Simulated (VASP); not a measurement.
Wanted: the native input for a VASP 6.6.1 run.

```
Task                   : single point
Functional             : BLYP
Potentials or basis    : VASP PAW PBE potentials, release 64 (Ta_pv)
Cutoff                 : 520 eV
k mesh                 : 22 × 22 × 22
Occupations            : fermi-dirac, width 0.1 eV
Spin                   : no spin polarisation
Dipole correction      : no
Further INCAR settings : ALGO = Normal; EDIFF = 1e-06; NBANDS = 12
```

The structure of Ta lies in POSCAR:

```
Ta
1.0
   -1.6778374693      1.6778374693      1.6778374693
    1.6778374693     -1.6778374693      1.6778374693
    1.6778374693      1.6778374693     -1.6778374693
Ta
1
Direct
    0.0000000000      0.0000000000      0.0000000000
```

The input as run:

INCAR

```
SYSTEM = Ta
AGGAC = 1.0
AGGAX = 1.0
ALDAC = 0.0
ALDAX = 1.0
ALGO = Normal
EDIFF = 1E-6
ENCUT = 520
GGA = B5
ISIF = 2
ISMEAR = -1
LASPH = .True.
LCHARG = .False.
LREAL = .False.
LWAVE = .False.
NBANDS = 12
NELM = 80
PREC = Accurate
SIGMA = 0.1
```

KPOINTS

```
k-points
0
Gamma
  22 22 22
  0 0 0
```

Potentials or basis: VASP PAW PBE potentials, release 64 (Ta_pv).

The run is started by

```bash
$ cat potpaw_PBE.64/Ta_pv/POTCAR > POTCAR
$ mpirun -np 1 vasp_std > vasp.out
```

Results of the run:

```
Pressure : 0.7 GPa
```

Caveat: the PAW data sets were made with another functional, which shifts forces and pressure a little.

Wall time 68 s on 1 thread of Intel Xeon 8259CL (shared host), peak memory 0.2 GiB.
